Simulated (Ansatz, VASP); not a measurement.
# Two plane-wave programs on GaN

The input POSCAR:

```
GaN
1.0
    0.0000000000      2.2860602613      2.2081320503
    2.2860602613      0.0000000000      2.2081320503
    2.2860602613      2.2860602613      0.0000000000
Ga N
1 1
Direct
    0.0000000000      0.0000000000      0.0000000000
    0.2500000000      0.2500000000      0.2500000000
```

File INCAR.step1:

```
ALGO = Normal
EDIFF = 1E-4
ENCUT = 520
GGA = PE
ISMEAR = 0
LASPH = T
LCHARG = F
LREAL = F
LWAVE = T
NBANDS = 16
NELM = 60
PREC = Accurate
SIGMA = 0.01
```

File INCAR.step2:

```
ALGO = Normal
EDIFF = 1E-6
ENCUT = 520
ISIF = 2
ISMEAR = 0
ISTART = 1
LASPH = T
LCHARG = F
LMIXTAU = T
LREAL = F
LWAVE = F
METAGGA = R2SCAN
NBANDS = 16
NELM = 60
PREC = Accurate
SIGMA = 0.01
```

File KPOINTS:

```
k-points
0
Gamma
  10 10 10
```

Input for Ansatz:

```yaml
crystal:
  lattice:
    - [0.0, 2.2860602613, 2.2081320503]
    - [2.2860602613, 0.0, 2.2081320503]
    - [2.2860602613, 2.2860602613, 0.0]
  atoms:
    - { symbol: Ga, position: [0.0, 0.0, 0.0] }
    - { symbol: "N", position: [0.25, 0.25, 0.25] }
kpoints:
  mp_grid: { grid: [10, 10, 10] }
  band_path:
    path:
      - [0.0, 0.0, 0.0]
      - [-0.5, -0.5, 0.0]
      - [-0.375, -0.375, 0.25]
      - [-0.375, 0.0, 0.375]
      - [0.0, 0.0, 0.5]
      - [-0.5, -0.25, 0.25]
    npoints: 1
hamiltonian:
  xc: r2scan
scf:
  occupations: { method: fixed }
  n_extra_bands: 4
output:
  forces: true
  stress: true
  eigenvalues: true
```

Change from the starting cell: epitaxial_xy strain +1.7%.

Alike in both runs: task single point; functional r2SCAN; k mesh 10 × 10 × 10; no spin polarisation.

```csv
,VASP,Ansatz
version,VASP 6.6.1,Ansatz 0.2.0
potentials or method,"VASP PAW PBE potentials, release 64 (Ga_d, N)","plane waves, PAW"
plane-wave cutoff (eV),520,500
occupations,"gaussian, width 0.01 eV",fixed
valence electrons in the cell,18,18
```

```tsv
	VASP	Ansatz	Ansatz less VASP
gap on the k mesh at the Fermi level (eV)	1.96	1.97	+0.007
pressure (GPa)	-1.8	-2.8	-1.05
traceless stress, the component that is largest in VASP (GPa)	2.78	2.84	+0.054
```

VASP's potentials were made for PBE, not for r2SCAN.
